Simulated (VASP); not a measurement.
# Ga2O3 (R-3c) in VASP: single point with PBE

Aim: the single point of Ga2O3 with PBE.

Program: VASP 6.6.1. These are calculated values, not measurements. Logs are shortened: lines on timing, memory, paths and dates and some standing lists are left out, and cuts for length are marked.

### Step 1. The cell of the first run

Symmetry: R-3c, No. 167, trigonal system. Conventional cell: a = 5.058 Å, b = 5.058 Å, c = 13.624 Å, α = 90.00°, β = 90.00°, γ = 120.00°. Ga (site symmetry 3) has 6 O at 1.95 to 2.10 Å within 2.6 Å. O (site symmetry 2) has 4 Ga at 1.95 to 2.10 Å and 8 O at 2.66 to 2.88 Å within 2.9 Å.

### Step 2. Single point, PBE

Contents of INCAR:

```
SYSTEM = Ga2O3
PREC = Accurate
ENCUT = 600
EDIFF = 1E-6
ISMEAR = 0
SIGMA = 0.02
LREAL = .False.
LASPH = .True.
NELM = 120
ALGO = Normal
ISIF = 2
LWAVE = .False.
LCHARG = .False.
GGA = PE
NBANDS = 55
GGA_COMPAT = .False.
```

Contents of KPOINTS:

```
regular mesh
0
Gamma
  6 6 6
  0 0 0
```

Contents of POSCAR:

```
Ga2O3
1.0
    2.5289880644      1.4601119398      4.5413367010
   -2.5289880644      1.4601119398      4.5413367010
    0.0000000000     -2.9202238795      4.5413367010
Ga O
4 6
Direct
    0.8558433124      0.8558433124      0.8558433124
    0.6441566876      0.6441566876      0.6441566876
    0.1441566876      0.1441566876      0.1441566876
    0.3558433124      0.3558433124      0.3558433124
    0.0530947941      0.4469052059      0.7500000000
    0.7500000000      0.0530947941      0.4469052059
    0.4469052059      0.7500000000      0.0530947941
    0.9469052059      0.5530947941      0.2500000000
    0.2500000000      0.9469052059      0.5530947941
    0.5530947941      0.2500000000      0.9469052059
```

Potentials or basis: VASP PAW PBE potentials, release 64 (Ga_d, O).

Launch:

```console
cat potpaw_PBE.64/Ga_d/POTCAR potpaw_PBE.64/O/POTCAR > POTCAR
mpirun -np 1 vasp_std > vasp.out
```

OUTCAR:

```text
SYSTEM = Ga2O3
   PREC = Accurate
   ENCUT = 600
   EDIFF = 1E-6
   ISMEAR = 0
   LREAL = .False.
   LASPH = .True.
   NELM = 120
   ISIF = 2
   GGA = PE

 ion  position               nearest neighbor table
   1  0.856  0.856  0.856-  10 1.95   8 1.95   9 1.95   6 2.10   5 2.10   7 2.10   2 2.88
   2  0.644  0.644  0.644-   9 1.95   8 1.95  10 1.95   7 2.10   5 2.10   6 2.10   1 2.88
   3  0.144  0.144  0.144-   7 1.95   5 1.95   6 1.95   9 2.10   8 2.10  10 2.10   4 2.88
   4  0.356  0.356  0.356-   6 1.95   5 1.95   7 1.95  10 2.10   8 2.10   9 2.10   3 2.88
   5  0.053  0.447  0.750-   3 1.95   4 1.95   1 2.10   2 2.10
   6  0.750  0.053  0.447-   4 1.95   3 1.95   1 2.10   2 2.10
   7  0.447  0.750  0.053-   3 1.95   4 1.95   2 2.10   1 2.10
   8  0.947  0.553  0.250-   1 1.95   2 1.95   3 2.10   4 2.10
   9  0.250  0.947  0.553-   2 1.95   1 1.95   3 2.10   4 2.10
  10  0.553  0.250  0.947-   1 1.95   2 1.95   4 2.10   3 2.10

  LATTYP: Found a trigonal (rhomboedric) cell.
 ALAT       =     5.3992079547
 COS(alpha) =     0.5612032067

  Lattice vectors:

 A1 = (   2.5289880644,   1.4601119398,   4.5413367010)
 A2 = (  -2.5289880644,   1.4601119398,   4.5413367010)
 A3 = (   0.0000000000,  -2.9202238795,   4.5413367010)

Analysis of symmetry for initial positions (statically):
=====================================================================
 Subroutine PRICEL returns:
 Original cell was already a primitive cell.

 Routine SETGRP: Setting up the symmetry group for a
 trigonal (rhombohedral) supercell.

 Subroutine GETGRP returns: Found 12 space group operations
 (whereof  6 operations were pure point group operations)
 out of a pool of 12 trial point group operations.

The static configuration has the point symmetry S_6 .
 The point group associated with its full space group is D_3d.

Analysis of symmetry for dynamics (positions and initial velocities):
=====================================================================
 Subroutine PRICEL returns:
 Original cell was already a primitive cell.

 Routine SETGRP: Setting up the symmetry group for a
 trigonal (rhombohedral) supercell.

 Subroutine GETGRP returns: Found 12 space group operations
 (whereof  6 operations were pure point group operations)
 out of a pool of 12 trial point group operations.

The dynamic configuration has the point symmetry S_6 .
 The point group associated with its full space group is D_3d.

 Subroutine INISYM returns: Found 12 space group operations
 (whereof  6 operations are pure point group operations),
 and found     1 'primitive' translations

----------------------------------------------------------------------------------------

                                     Primitive cell

  volume of cell :     100.6162

  direct lattice vectors                    reciprocal lattice vectors
     2.528988064  1.460111940  4.541336701     0.197707536  0.114146499  0.073399828
    -2.528988064  1.460111940  4.541336701    -0.197707536  0.114146499  0.073399828
     0.000000000 -2.920223879  4.541336701     0.000000000 -0.228292999  0.073399828

  length of vectors
     5.399207955  5.399207955  5.399207955     0.239802477  0.239802477  0.239802477

  position of ions in fractional coordinates (direct lattice)
     0.855843312  0.855843312  0.855843312
     0.644156688  0.644156688  0.644156688
     0.144156688  0.144156688  0.144156688
     0.355843312  0.355843312  0.355843312
     0.053094794  0.446905206  0.750000000
     0.750000000  0.053094794  0.446905206
     0.446905206  0.750000000  0.053094794
     0.946905206  0.553094794  0.250000000
     0.250000000  0.946905206  0.553094794
     0.553094794  0.250000000  0.946905206

  ion indices of the primitive-cell ions
   primitive index   ion index
                 1           1
                 2           2
                 3           3
                 4           4
                 5           5
                 6           6
                 7           7
                 8           8
                 9           9
                10          10

----------------------------------------------------------------------------------------

 KPOINTS: regular mesh

Automatic generation of k-mesh.
 Grid dimensions read from file:
 generate k-points for:    6    6    6

 Generating k-lattice:

  Cartesian coordinates                     Fractional coordinates (reciprocal lattice)
     0.032951256  0.019024417  0.012233305     0.166666667  0.000000000  0.000000000
    -0.032951256  0.019024417  0.012233305     0.000000000  0.166666667  0.000000000
     0.000000000 -0.038048833  0.012233305    -0.000000000 -0.000000000  0.166666667

  Length of vectors
     0.039967080  0.039967080  0.039967080

  Shift w.r.t. Gamma in fractional coordinates (k-lattice)
     0.000000000  0.000000000  0.000000000

 Subroutine IBZKPT returns following result:
 ===========================================

 Found     32 irreducible k-points:

 Following reciprocal coordinates:
            Coordinates               Weight
  0.000000  0.000000  0.000000      1.000000
  0.166667  0.000000  0.000000      6.000000
  0.333333 -0.000000  0.000000      6.000000
  0.500000  0.000000  0.000000      3.000000
  0.166667  0.166667  0.000000      6.000000
  0.333333  0.166667  0.000000     12.000000
[... 16 lines left out ...]
  0.500000  0.500000  0.166667      6.000000
 -0.333333  0.500000  0.166667     12.000000
 [... further k-points ...]
   k-points           NKPTS =     32   k-points in BZ     NKDIM =     32   number of bands    NBANDS=     55
   number of dos      NEDOS =    301   number of ions     NIONS =     10
   total plane-waves  NPLWV = 110592
   dimension x,y,z NGX =    48 NGY =   48 NGZ =   48
   dimension x,y,z NGXF=    96 NGYF=   96 NGZF=   96
   ions per type =               4   6
   NGX,Y,Z   is equivalent  to a cutoff of  14.78, 14.78, 14.78 a.u.
   NGXF,Y,Z  is equivalent  to a cutoff of  29.56, 29.56, 29.56 a.u.
 SYSTEM =  Ga2O3
   PREC   = accura    normal or accurate (medium, high low for compatibility)
   ISTART =      0    job   : 0-new  1-cont  2-samecut
   ICHARG =      2    charge: 1-file 2-atom 10-const
   ISPIN  =      1    spin polarized calculation?
   LNONCOLLINEAR =      F non collinear calculations
   LSORBIT =      F    spin-orbit coupling
   LASPH  =      T    aspherical Exc in radial PAW
   ENCUT  =  600.0 eV  44.10 Ry    6.64 a.u.  10.78 10.78 10.78*2*pi/ulx,y,z
   NELM   =    120;   NELMIN=  2; NELMDL= -5     # of ELM steps
   EDIFF  = 0.1E-05   stopping-criterion for ELM
   LREAL  =      F    real-space projection
   EDIFFG = 0.1E-04   stopping-criterion for IOM
   NSW    =      0    number of steps for IOM
   IBRION =     -1    ionic relax: 0-MD 1-quasi-New 2-CG
   NFREE  =      0    steps in history (QN), initial steepest desc. (CG)
   ISIF   =      2    stress and relaxation
   ISYM   =      2    0-nonsym 1-usesym 2-fastsym
   POTIM  = 0.5000    time-step for ionic-motion
   TEBEG  =    0.0;   TEEND  =   0.0 temperature during run
   PSTRESS=    0.0 pullay stress
   NELECT =      88.0000    total number of electrons
   NUPDOWN=      -1.0000    fix difference up-down
   EMIN   =  10.00;   EMAX   =-10.00  energy-range for DOS
   EFERMI =   0.00;   METHOD = LEGACY
   ISMEAR =     0;   SIGMA  =   0.02  broadening in eV -4-tet -1-fermi 0-gaus
   EFERMI_NEDOS =   21; number of points for ismear=-14 and -15
   IALGO  =     38    algorithm
   IMIX   =      4    mixing-type and parameters
     AMIX     =   0.40;   BMIX     =  1.00
     AMIX_MAG =   1.60;   BMIX_MAG =  1.00
  volume/ion in A,a.u.               =      10.06        67.90
  Fermi-wavevector in a.u.,A,eV,Ry     =   1.565596  2.958548 33.349124  2.451091
  Thomas-Fermi vector in A             =   2.668049
   LORBIT       =      0    0 simple, 1 ext, 2 COOP (PROOUT), +10 PAW based schemes
   GGA     = PE    functional components
   LHFCALC =     F    Hartree Fock is set to
   AEXX    =    0.0000 exact exchange contribution
   IVDW    =     0    specifies the selected vdW correction
   LEPSILON=     F    determine dielectric tensor
   LRPA    =     F    only Hartree local field effects (RPA)
 non-spin polarized calculation
 Gauss-broadening in eV      SIGMA  =   0.02
  energy-cutoff  :      600.00
  volume of cell :      100.62
 maximum number of plane-waves:      3378
 NGX is ok and might be reduce to    48
   NGX = 21   NGY = 21   NGZ = 21

 number of electron      88.0000001 magnetization

 Free energy of the ion-electron system (eV)
  ---------------------------------------------------
  ext. energy  EPLUGINS =         0.00000000
  ---------------------------------------------------
  free energy    TOTEN  =       -59.40832028 eV

  energy without entropy =      -59.40832028  energy(sigma->0) =      -59.40832028

 E-fermi :   4.2192     XC(G=0): -11.9611

 val. band max:        4.1019594947   @ k =  -0.1667   0.1667   0.0000
 cond. band min:       6.4928036985   @ k =   0.0000   0.0000   0.0000
 fundamental gap:      2.3908442038
 Fermi energy:         4.2191641980

 k-point     1 :       0.0000    0.0000    0.0000
  band No.  band energies     occupation
      1     -14.5799      2.00000
      2     -12.7214      2.00000
      3     -12.7214      2.00000
      4     -12.6979      2.00000
      5     -12.6792      2.00000
      6     -12.6792      2.00000
[... 47 lines left out ...]
     54      14.9926      0.00000
     55      16.0642      0.00000

 k-point     2 :       0.1667    0.0000    0.0000
  band No.  band energies     occupation
      1     -14.4620      2.00000
      2     -12.8441      2.00000
      3     -12.7334      2.00000
      4     -12.7287      2.00000
      5     -12.6884      2.00000
      6     -12.6682      2.00000
[... 47 lines left out ...]
     54      15.5908      0.00000
     55      15.8876      0.00000
[... 1216 lines left out ...]
     54      16.0182      0.00000
     55      16.1050      0.00000

 k-point    24 :      -0.3333    0.5000    0.1667
  band No.  band energies     occupation
      1     -13.6169      2.00000
      2     -13.3274      2.00000
      3     -13.0407      2.00000
      4     -12.9262      2.00000
      5     -12.7154      2.00000
      6     -12.6765      2.00000
[... 47 lines left out ...]
     54      15.8531      0.00000
     55      16.1465      0.00000

 [... further k-points ...]

------------------------ aborting loop because EDIFF is reached ----------------------------------------

  FORCE on cell =-STRESS in cart. coord.  units (eV):
  Direction    XX          YY          ZZ          XY          YZ          ZX
  --------------------------------------------------------------------------------------
  -------------------------------------------------------------------------------------
  Total        0.4423773      0.4423773      0.3687623     -0.0000000      0.0000000      0.0000000
  in kB        7.0442622      7.0442622      5.8720435     -0.0000000      0.0000000      0.0000000
  external PRESSURE =       6.6535226 kB  Pullay stress =       0.0000000 kB

 VOLUME and BASIS-vectors are now :
 -----------------------------------------------------------------------------
  energy-cutoff  :      600.00
  volume of cell :      100.62
      direct lattice vectors                 reciprocal lattice vectors
     2.528988064  1.460111940  4.541336701     0.197707536  0.114146499  0.073399828
    -2.528988064  1.460111940  4.541336701    -0.197707536  0.114146499  0.073399828
     0.000000000 -2.920223879  4.541336701     0.000000000 -0.228292999  0.073399828

 POSITION                                       TOTAL-FORCE (eV/Angst)
 -----------------------------------------------------------------------------------
      0.00000      0.00000     11.66002         0.000000      0.000000      0.012063
      0.00000      0.00000      8.77600         0.000000     -0.000000     -0.012063
      0.00000      0.00000      1.96399         0.000000     -0.000000     -0.012063
      0.00000      0.00000      4.84801         0.000000      0.000000      0.012063
     -0.99594     -1.46011      5.67667         0.002464      0.000000     -0.000000
      1.76246     -0.13245      5.67667        -0.001232      0.002134     -0.000000
     -0.76652      1.59257      5.67667        -0.001232     -0.002134     -0.000000
      0.99594      1.46011      7.94734        -0.002464     -0.000000     -0.000000
     -1.76246      0.13245      7.94734         0.001232     -0.002134     -0.000000
      0.76652     -1.59257      7.94734         0.001232      0.002134     -0.000000
 -----------------------------------------------------------------------------------
    total drift:                                0.000000      0.000000      0.000000

  FREE ENERGIE OF THE ION-ELECTRON SYSTEM (eV)
  ---------------------------------------------------
  free  energy   TOTEN  =       -59.4083202767 eV

  energy  without entropy=      -59.4083202767  energy(sigma->0) =      -59.40832028
```

It took 4.1 min on 1 thread of Oxide Virtual Turin-like, shared host; peak memory 0.37 GiB.

Results:

- Free energy: -59.4083 eV
- Pressure: 0.7 GPa
- Largest force: 0.012 eV/Å
- Band gap on the k mesh: 2.39 eV (least direct gap 2.62 eV)

Forces on the atoms (eV/Å):
```
Ga   0.000  0.000  0.012
Ga   0.000  0.000 -0.012
Ga   0.000  0.000 -0.012
Ga   0.000  0.000  0.012
O    0.002  0.000  0.000
O   -0.001  0.002  0.000
O   -0.001 -0.002  0.000
O   -0.002  0.000  0.000
O    0.001 -0.002  0.000
O    0.001  0.002  0.000
```

Stress tensor (GPa, compression positive):
```
0.70 0.00 0.00
0.00 0.70 0.00
0.00 0.00 0.59
```

A k mesh can miss the band edges. Expect the measured gap to be larger: semilocal functionals such as PBE lack the derivative discontinuity.
